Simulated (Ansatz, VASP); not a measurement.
# MgO: VASP beside Ansatz

```
Mg O
1.0
     0.26790    2.27715    2.27715
     2.27715    0.26790    2.27715
     2.27715    2.27715    0.26790
Mg O
1 1
Direct
  0.00000 0.00000 0.00000
  0.50000 0.50000 0.50000
```

Alike in both runs: task single point; functional r2SCAN; k mesh 10 × 10 × 10; occupations gaussian, width 0.05 eV; no spin polarisation.

```csv
,VASP,Ansatz
version,VASP 6.6.1,Ansatz 0.2.0
potentials or method,"VASP PAW PBE potentials, release 64 (Mg, O), cutoff 520 eV","scalar-relativistic, plane waves, PAW"
valence electrons in the cell,8,16
```

|  | VASP | Ansatz | Ansatz less VASP |
| --- | --- | --- | --- |
| gap on the k mesh at the Fermi level (eV) | 3.83 | 3.86 | +0.031 |
| least direct gap on the mesh (eV) | 3.83 | 3.86 | +0.031 |
| pressure (GPa) | -7.4 | -6.3 | +1.07 |
| traceless stress, the component that is largest in VASP (GPa) | -22.59 | -22.44 | +0.149 |

VASP's potentials were made for PBE, not for r2SCAN. The functional is the same, so the differences come from potentials, cutoffs and numerics. VASP's potentials hold 8 valence electrons a cell and Ansatz's 16, so a difference there can come from the potentials and not from the codes.
